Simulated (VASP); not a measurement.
GaP (rocksalt type):

```
Ga P
1.0
     0.00000    2.34722    2.34722
     2.34722    0.00000    2.34722
     2.34722    2.34722    0.00000
Ga P
1 1
Direct
  0.00000 0.00000 0.00000
  0.50000 0.50000 0.50000
```

| Item | Value |
| --- | --- |
| Program | VASP 6.6.1 |
| Task | relaxation of cell and atoms |
| Functional | PBE |
| Potentials or basis | VASP PAW PBE potentials, release 64 (Ga_d, P) |
| Cutoff | 600 eV |
| k mesh | 12 × 12 × 12 |
| Occupations | fermi-dirac, width 0.05 eV |
| Spin | no spin polarisation |

At the start: pressure 47.3 GPa; volume 12.93 Å³/atom.

Where does the relaxation end?

Over 3 steps the energy falls by 484.4 meV/atom and the volume is 17.22 Å³/atom (+33.2 %); space group Fm-3m (No. 225, to 0.05 Å).

The path:
```tsv
step	energy change (eV)	largest force (eV/Å)	pressure (GPa)	volume (Å³)
1	0.0000	0.0000	47.27	25.86
2	-0.5910	0.0000	-11.42	42.93
3	-0.9688	0.0000	-0.03	34.45
```

Final structure:
```
CELL_PARAMETERS angstrom
0.00000 2.58252 2.58252
2.58252 0.00000 2.58252
2.58252 2.58252 0.00000
ATOMIC_POSITIONS crystal
Ga 0.00000 0.00000 0.00000
P 0.50000 0.50000 0.50000
```

Caveat: the volume moved by over 15 % at a fixed basis, so the end points are rough.
